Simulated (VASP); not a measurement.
Si2W:

```
Si W
1.0
    -1.60600    1.60600    3.94000
     1.60600   -1.60600    3.94000
     1.60600    1.60600   -3.94000
Si W
2 1
Direct
  0.33300 0.33300 0.00000
  0.66700 0.66700 0.00000
  0.00000 0.00000 0.00000
```

- Program: VASP 6.6.1
- Task: relaxation of cell and atoms
- Functional: PBE
- Dispersion: D3(BJ)
- Potentials or basis: VASP PAW PBE potentials, release 64 (Si, W_sv)
- Cutoff: 600 eV
- k mesh: 18 × 18 × 18
- Occupations: gaussian, width 0.1 eV
- Spin: no spin polarisation

At the start: pressure -5.2 GPa; volume 13.55 Å³/atom.

Task: Where does the relaxation end?

Result: Over 8 steps the energy falls by 5.8 meV/atom and the volume is 13.26 Å³/atom (-2.1 %); space group I4/mmm (No. 139, to 0.1 Å) before and after.

The path:
```csv
step,energy change (eV),largest force (eV/Å),pressure (GPa),volume (Å³)
1,0.0000,0.2273,-5.17,40.65
2,0.0409,0.1640,11.29,38.13
3,-0.0170,0.1050,0.11,39.74
4,-0.0170,0.1023,0.22,39.72
5,-0.0175,0.0088,0.05,39.77
6,-0.0175,0.0038,0.05,39.77
7,-0.0175,0.0001,-0.09,39.79
8,-0.0175,0.0017,-0.02,39.78
```

Final structure:
```yaml
crystal:
  lattice:
    - [-1.59711, 1.59711, 3.89909]
    - [1.59711, -1.59711, 3.89909]
    - [1.59711, 1.59711, -3.89909]
  atoms:
    - { symbol: Si, position: [0.33410, 0.33410, 0.00000] }
    - { symbol: Si, position: [0.66590, 0.66590, 0.00000] }
    - { symbol: W, position: [0.00000, 0.00000, 0.00000] }
```
